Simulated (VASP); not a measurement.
Here is a VASP 6.6.1 calculation.

Contents of INCAR:

```
PREC = Accurate ; ENCUT = 520
EDIFF = 1E-8 ; ISMEAR = -1
SIGMA = 0.03 ; LREAL = F
LASPH = T ; NELM = 100
ALGO = Normal ; ISIF = 2
LWAVE = F ; LCHARG = F
GGA = PS ; LEFG = T
NBANDS = 14
```

KPOINTS

```
regular mesh
0
Gamma
  9 9 9
```

POSCAR

```
NaCl
1.0
    2.8314000000      0.0000000000      0.0000000000
    0.0000000000      2.8314000000      0.0000000000
    0.0000000000      0.0000000000      2.8600000000
Na Cl
1 1
Direct
    0.0000000000      0.0000000000      0.0000000000
    0.5000000000      0.5000000000      0.5000000000
```

Potentials or basis: VASP PAW PBE potentials, release 64 (Na_pv, Cl).

Launch:

```bash
$ cat potpaw_PBE.64/Na_pv/POTCAR potpaw_PBE.64/Cl/POTCAR > POTCAR
$ mpirun -np 1 vasp_std > vasp.out
```

(1) What does it give for the band gap on the k mesh?

(2) Predict the pressure.

Results:

(1) 4.43 eV, direct.

(2) 65.2 GPa.

Caveat: the cell differs from its parent crystal (equal xx and yy strain of -1 %); without QUAD_EFG the Cq values of the log hold for a quadrupole moment of 1 mb, not for the nuclei; the PAW data sets were made with another functional, which shifts forces and pressure a little.
